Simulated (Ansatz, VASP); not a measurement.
## Two plane-wave programs on Hf5H2

```
Hf H
1.0
     3.19858    0.00000    0.00000
    -1.59929    2.77005    0.00000
     0.00000    0.00000   13.32648
Hf H
5 2
Cartesian
  1.5993 0.9234 5.1630
  0.0000 1.8467 8.1635
  0.0000 0.0000 0.0000
  1.5993 0.9234 10.7491
  0.0000 1.8467 2.5774
  1.5993 0.9234 7.2669
  0.0000 1.8467 6.0596
```

Alike in both runs: functional PBE; k mesh 6 × 6 × 2; occupations gaussian, width 0.2 eV; no spin polarisation.

Ansatz relaxed the structure, and its values are those at the end. VASP's run is a single point on that final structure, the one shown.

```csv
,VASP,Ansatz
version,VASP 6.6.1,Ansatz 0.2.0
potentials or method,"VASP PAW PBE potentials, release 64 (Hf_pv, H), cutoff 520 eV","scalar-relativistic, plane waves, PAW"
valence electrons in the cell,52,132
```

Ansatz gave:

* gap on the k mesh at the Fermi level (eV): none
* pressure (GPa): -0.2
* rms of the force components (eV/Å): 0.021

Q: Estimate VASP's values.

A: gap on the k mesh at the Fermi level (eV): none; pressure (GPa): -0.7; rms of the force components (eV/Å): 0.021.

A gap of «none» marks a metal or a gap that the smearing closes. VASP's potentials hold 52 valence electrons a cell and Ansatz's 132, so a difference there can come from the potentials and not from the codes.

The k mesh is coarse, so the values compare programs but aren't converged. Neither program's run includes spin-orbit coupling.
